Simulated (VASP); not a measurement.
Wanted: the native input for a VASP 6.6.1 run.

```
Task                   : single point
Functional             : LDA
Potentials or basis    : VASP PAW LDA potentials, release 64 (Rb_sv)
Cutoff                 : 520 eV
k mesh                 : 8 × 8 × 8
Occupations            : fermi-dirac, width 0.1 eV
Spin                   : no spin polarisation
Dipole correction      : no
Further INCAR settings : ALGO = Normal; EDIFF = 1e-07; NBANDS = 10
```

The structure of Rb lies in POSCAR:

```
Rb
1.0
    4.4526168540      0.0000000000      0.0000000000
    0.0000000000      4.4526168540      0.0000000000
    0.0000000000      0.0000000000      4.4526168540
Rb
1
Direct
    0.0000000000      0.0000000000      0.0000000000
```

This isn't the form of Rb at room conditions, which is bcc.

One way to write it, as run:

INCAR

```
SYSTEM = Rb
  ALGO = Normal
  EDIFF = 1E-7
  ENCUT = 520
  GGA = CA
  ISIF = 2
  ISMEAR = -1
  LASPH = .True.
  LCHARG = .True.
  LELF = .True.
  LREAL = .False.
  LVHAR = .True.
  LWAVE = .False.
  NBANDS = 10
  NELM = 100
  PREC = Accurate
  SIGMA = 0.1
```

KPOINTS

```
k-points
0
Gamma
  8 8 8
  0 0 0
```

Potentials or basis: VASP PAW LDA potentials, release 64 (Rb_sv).

Run with:

```sh
$ cat potpaw_LDA.64/Rb_sv/POTCAR > POTCAR
$ mpirun -np 1 vasp_std > vasp.out
```

Results of the run:

The pressure is -0.1 GPa. The band gap on the k mesh is zero (an odd number of electrons rules out a gap without spin polarisation).

Run time: 16 s on 1 thread of Intel(R) Xeon(R) 6975P-C (Granite Rapids), on a shared host, peak memory 0.17 GiB.
